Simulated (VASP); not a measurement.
A run of VASP 6.6.1 is set up as follows.

File POSCAR:

```
AlN
1.0
    0.0000000000      2.0612910439      2.0612910439
    2.0612910439      0.0000000000      2.0612910439
    2.0612910439      2.0612910439      0.0000000000
Al N
1 1
Direct
    0.5000000000      0.5000000000      0.5000000000
    0.0000000000      0.0000000000      0.0000000000
```

The input INCAR.step1:

```
SYSTEM = AlN
PREC = Accurate
ENCUT = 520
ISMEAR = -1
SIGMA = 0.05
LREAL = .False.
LASPH = .True.
NELM = 80
NBANDS = 11
GGA = PE
ALGO = Normal
EDIFF = 1E-4
LWAVE = .True.
LCHARG = .False.
```

The input INCAR.step2:

```
SYSTEM = AlN
PREC = Accurate
ENCUT = 520
EDIFF = 1E-6
ISMEAR = -1
SIGMA = 0.05
LREAL = .False.
LASPH = .True.
NELM = 80
ALGO = Normal
ISIF = 2
LWAVE = .False.
LCHARG = .False.
METAGGA = R2SCAN
LMIXTAU = .True.
NBANDS = 11
ISTART = 1
```

Contents of KPOINTS:

```
Automatic mesh
0
Gamma
  11 11 11
  0 0 0
```

Potentials or basis: VASP PAW PBE potentials, release 64 (Al, N).

Run with:

```sh
$ cat potpaw_PBE.64/Al/POTCAR potpaw_PBE.64/N/POTCAR > POTCAR
$ cp INCAR.step1 INCAR
$ mpirun -np 1 vasp_std > vasp.out
$ cp INCAR.step2 INCAR
$ mpirun -np 1 vasp_std > vasp.out
```

(1) What does it give for the pressure?

(2) What does it give for the band gap on the k mesh?

Results:

(1) -16.0 GPa.

(2) 5.04 eV, indirect (least direct gap 5.67 eV).

Caveat: the PAW data sets were made with another functional, which shifts forces and pressure a little.
